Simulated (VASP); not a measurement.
Input of a VASP 6.6.1 run:

INCAR

```
PREC = Accurate
ENCUT = 520
EDIFF = 1E-6
ISMEAR = -1
SIGMA = 0.1
LREAL = F
LASPH = T
NELM = 60
ALGO = Normal
ISIF = 2
LWAVE = F
LCHARG = T
GGA = CA
LELF = T
LVHAR = T
NBANDS = 10
```

The input KPOINTS:

```
regular mesh
0
Gamma
  11 11 11
```

POSCAR

```
Os
1.0
    0.0000000000      1.9450000000      1.9450000000
    1.9450000000      0.0000000000      1.9450000000
    1.9450000000      1.9450000000      0.0000000000
Os
1
Direct
    0.0000000000      0.0000000000      0.0000000000
```

Potentials or basis: VASP PAW LDA potentials, release 64 (Os).

Command:

```bash
$ cat potpaw_LDA.64/Os/POTCAR > POTCAR
$ mpirun -np 1 vasp_std > vasp.out
```

Problem. What does it give for the pressure?

Solution. -24.8 GPa.

Problem. Predict the band gap on the k mesh.

Solution. Zero (band 4 reaches 10.66 eV, above the bottom of band 5 at 7.03 eV).

Caveat: spin-orbit coupling is left out, which moves the levels of the heavy elements.
